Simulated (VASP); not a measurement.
Sn4H:

```
CELL_PARAMETERS angstrom
-3.05768 3.05768 3.05768
3.05768 -3.05768 3.05768
3.05768 3.05768 -3.05768
ATOMIC_POSITIONS crystal
Sn 0.50000 0.50000 0.50000
Sn 0.50000 0.00000 0.00000
Sn 0.00000 0.00000 0.50000
Sn 0.00000 0.50000 0.00000
H 0.00000 0.00000 0.00000
```

The cell was generated, and may not be a known phase.

| Quantity | Value |
| --- | --- |
| Program | VASP 6.6.1 |
| Task | relaxation of cell and atoms |
| Functional | PBE |
| Potentials or basis | VASP PAW PBE potentials, release 64 (Sn_d, H) |
| Cutoff | 600 eV |
| k mesh | 10 × 10 × 10 |
| Occupations | gaussian, width 0.1 eV |
| Spin | no spin polarisation |

At the start: pressure 2.6 GPa; volume 22.87 Å³/atom.

Question: Where does the relaxation end?

Answer: Over 3 steps the energy falls by 8.5 meV/atom and the volume is 23.99 Å³/atom (+4.9 %); space group Im-3m (No. 229, to 0.1 Å) before and after.

Step by step:
```csv
step,energy change (eV),largest force (eV/Å),pressure (GPa),volume (Å³)
1,0.0000,0.0000,2.57,114.35
2,-0.0423,0.0000,-0.23,120.52
3,-0.0427,0.0000,0.04,119.93
```

Final structure:
```xyz
5
Lattice="-3.1066 3.1066 3.1066 3.1066 -3.1066 3.1066 3.1066 3.1066 -3.1066" Properties=species:S:1:pos:R:3 pbc="T T T"
Sn    1.5533    1.5533    1.5533
Sn   -1.5533    1.5533    1.5533
Sn    1.5533    1.5533   -1.5533
Sn    1.5533   -1.5533    1.5533
H     0.0000    0.0000    0.0000
```
